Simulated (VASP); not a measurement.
Wanted: the native input for a VASP 6.6.1 run.

```
Task                   : single point
Functional             : PBE
Potentials or basis    : VASP PAW PBE potentials, release 64 (Zn, Se)
Cutoff                 : 520 eV
k mesh                 : 10 × 10 × 10
Occupations            : gaussian, width 0.05 eV
Spin                   : no spin polarisation
Dipole correction      : no
Further INCAR settings : ALGO = Normal; EDIFF = 1e-07; NBANDS = 16
```

The structure of ZnSe lies in POSCAR:

```
ZnSe
1.0
    0.0000000000      2.7131783754      3.0608961817
    3.0608961817      0.0000000000      3.0608961817
    3.0608961817      2.7131783754      0.0000000000
Zn Se
1 1
Direct
    0.0000000000      0.0000000000      0.0000000000
    0.7500000000      0.7500000000      0.7500000000
```

This cell differs from its parent crystal: volume 25.420 Å^3 an atom, c/a of the conventional cell 0.8864.

These files were run (other wordings do the same):

INCAR

```
SYSTEM = ZnSe
  PREC = Accurate
  ENCUT = 520
  EDIFF = 1E-7
  ISMEAR = 0
  SIGMA = 0.05
  LREAL = .False.
  LASPH = .True.
  NELM = 80
  ALGO = Normal
  ISIF = 2
  LWAVE = .False.
  LCHARG = .True.
  GGA = PE
  LELF = .True.
  LVHAR = .True.
  NBANDS = 16
```

KPOINTS

```
Automatic mesh
0
Gamma
  10 10 10
  0 0 0
```

Potentials or basis: VASP PAW PBE potentials, release 64 (Zn, Se).

Run with:

```sh
$ cat potpaw_PBE.64/Zn/POTCAR potpaw_PBE.64/Se/POTCAR > POTCAR
$ mpirun -np 1 vasp_std > vasp.out
```

Results of the run:

| Quantity | Value |
| --- | --- |
| Pressure | -3.7 GPa |
| Band gap on the k mesh | 0.60 eV, direct |

It took 83 s on 1 thread of AMD EPYC 7R43 64-Core Processor (Zen 3) (shared host), peak memory 0.2 GiB.
